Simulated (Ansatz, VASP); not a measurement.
**AgBr: VASP beside Ansatz**

The input INCAR:

```
SYSTEM = AgBr
PREC = Accurate
ENCUT = 400
EDIFF = 1E-8
ISMEAR = -1
SIGMA = 0.03
LREAL = .False.
LASPH = .True.
NELM = 120
ALGO = Normal
ISIF = 2
LWAVE = .False.
LCHARG = .False.
GGA = PE
LEFG = .True.
NBANDS = 16
GGA_COMPAT = .False.
```

Contents of KPOINTS:

```
regular mesh
0
Gamma
  9 9 9
  0 0 0
```

Contents of POSCAR:

```
AgBr
1.0
    0.0000000000      2.7710993572      2.7710993572
    2.7710993572      0.0000000000      2.7710993572
    2.7710993572      2.7710993572      0.0000000000
Ag Br
1 1
Direct
    0.0000000000      0.0000000000      0.0000000000
    0.5000000000      0.5000000000      0.5000000000
```

Input for Ansatz:

```yaml
crystal:
  lattice:
    - [0.0, 2.7710993572, 2.7710993572]
    - [2.7710993572, 0.0, 2.7710993572]
    - [2.7710993572, 2.7710993572, 0.0]
  atoms:
    - { symbol: Ag, position: [0.0, 0.0, 0.0] }
    - { symbol: Br, position: [0.5, 0.5, 0.5] }
kpoints:
  mp_grid: { grid: [9, 9, 9] }
  band_path:
    path:
      - [0.0, 0.0, 0.0]
      - [0.5, 0.0, 0.5]
      - [0.625, 0.25, 0.625]
      - [0.375, 0.375, 0.75]
      - [0.0, 0.0, 0.0]
      - [0.5, 0.5, 0.5]
      - [0.5, 0.25, 0.75]
      - [0.5, 0.0, 0.5]
    npoints: 6
scf:
  occupations: { method: fermi_dirac, width: 0.03 }
hamiltonian:
  xc: pbe
  pseudopotentials: { kind: paw }
output:
  forces: true
  stress: true
  eigenvalues: true
  efg: { contact_densities: true }
  populations: true
```

Change from the starting cell: volume scaled by 0.9, PAW files.

Alike in both runs: task electric field gradients; functional PBE; k mesh 9 × 9 × 9; occupations fermi-dirac, width 0.03 eV; no spin polarisation.

|  | VASP | Ansatz |
| --- | --- | --- |
| version | VASP 6.6.1 | Ansatz 0.2.0 |
| potentials or method | VASP PAW PBE potentials, release 64 (Ag, Br) | PAW with Ansatz's default frozen-core files, scalar-relativistic |
| plane-wave cutoff (eV) | 400 | 420 |
| valence electrons in the cell | 18 | 26 |

|  | VASP | Ansatz | Ansatz less VASP |
| --- | --- | --- | --- |
| pressure (GPa) | 9.0 | 9.3 | +0.27 |

VASP's potentials hold 18 valence electrons a cell and Ansatz's 26, so a difference there can come from the potentials and not from the codes.
